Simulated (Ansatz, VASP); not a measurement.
K: VASP beside Ansatz

```
K
1.0
     0.00000    4.61683    4.61683
     4.61683    0.00000    4.61683
     4.61683    4.61683    0.00000
K
2
Direct
  0.12500 0.12500 0.12500
  0.87500 0.87500 0.87500
```

Alike in both runs: task single point; functional PBE; k mesh 9 × 9 × 9; occupations fermi-dirac, width 0.1 eV; no spin polarisation.

```csv
,VASP,Ansatz
version,VASP 6.6.1,Ansatz 0.2.0
potentials or method,"VASP PAW PBE potentials, release 64 (K_sv), cutoff 520 eV","plane waves (420 eV) with PAW, scalar-relativistic"
valence electrons in the cell,18,18
```

```tsv
	VASP	Ansatz	Ansatz less VASP
pressure (GPa)	0.2	0.2	+0.01
```

With one functional, cell and mesh, what is left measures potentials, basis and numerics.
